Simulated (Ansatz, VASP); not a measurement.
# Two plane-wave programs on BAs

```
CELL_PARAMETERS angstrom
0.00000 2.38850 2.38850
2.38850 0.00000 2.38850
2.38850 2.38850 0.00000
ATOMIC_POSITIONS crystal
B 0.00000 0.00000 0.00000
As 0.25000 0.25000 0.25000
```

Alike in both runs: task single point; functional PBE; k mesh 6 × 6 × 6; occupations gaussian, width 0.1 eV; no spin polarisation.

|  | VASP | Ansatz |
| --- | --- | --- |
| version | VASP 6.6.1 | Ansatz 0.2.0 |
| potentials or method | VASP PAW PBE potentials, release 64 (B, As), cutoff 500 eV | scalar-relativistic, plane waves, PAW |
| valence electrons in the cell | 8 | 18 |

```csv
,VASP,Ansatz,Ansatz less VASP
gap on the k mesh at the Fermi level (eV),1.27,1.28,+0.008
least direct gap on the mesh (eV),3.27,3.28,+0.005
pressure (GPa),3.5,2.8,-0.66
```

VASP's potentials hold 8 valence electrons a cell and Ansatz's 18, so a difference there can come from the potentials and not from the codes.
